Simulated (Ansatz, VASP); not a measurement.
This is a calculation of Nb for VASP 6.6.1.

File INCAR:

```
SYSTEM = Nb
ALGO = Normal ; EDIFF = 1E-6
ENCUT = 500 ; GGA = CA
GGA_COMPAT = .False. ; ISIF = 2
ISMEAR = -1 ; LASPH = .True.
LCHARG = .True. ; LELF = .True.
LREAL = .False. ; LVHAR = .True.
LWAVE = .False. ; NBANDS = 12
NELM = 120 ; PREC = Accurate
SIGMA = 0.05
```

KPOINTS

```
k-points
0
Gamma
  11 11 11
  0 0 0
```

Contents of POSCAR:

```
Nb
1.0
   -1.6965847559      1.6965847559      1.6965847559
    1.6965847559     -1.6965847559      1.6965847559
    1.6965847559      1.6965847559     -1.6965847559
Nb
1
Direct
    0.0000000000      0.0000000000      0.0000000000
```

Potentials or basis: VASP PAW LDA potentials, release 64 (Nb_sv).

Launch:

```bash
$ cat potpaw_LDA.64/Nb_sv/POTCAR > POTCAR
$ mpirun -np 1 vasp_std > vasp.out
```

Set up the same calculation for Ansatz 0.2.0. Potentials there: Ansatz PAW.

As run (the cutoff follows the program's own potentials):

Contents of input.yaml:

```yaml
crystal:
  lattice:
    - [-1.6965847559, 1.6965847559, 1.6965847559]
    - [1.6965847559, -1.6965847559, 1.6965847559]
    - [1.6965847559, 1.6965847559, -1.6965847559]
  atoms:
    - { symbol: Nb, position: [0.0, 0.0, 0.0] }
hamiltonian:
  xc: lda
  pseudopotentials: { kind: paw }
kpoints:
  mp_grid: { grid: [11, 11, 11] }
scf:
  occupations: { method: fermi_dirac, width: 0.05 }
output:
  forces: true
  stress: true
  eigenvalues: true
```

Potentials or basis: Ansatz PAW.

Command:

```bash
$ ansatz run input.yaml --threads 2 --pin off --max-ram 5632MiB --backend cpu --events-out ev --progress --plain --runs-dir out
```

Both were run:

|  | VASP | Ansatz | Ansatz less VASP |
| --- | --- | --- | --- |
| gap on the k mesh at the Fermi level (eV) | none | none | - |
| pressure (GPa) | -19.4 | -19.3 | +0.14 |

LDA's correlation is that of Perdew and Zunger in VASP and of Perdew and Wang (1992) in Ansatz. A gap of «none» marks a metal or a gap that the smearing closes.
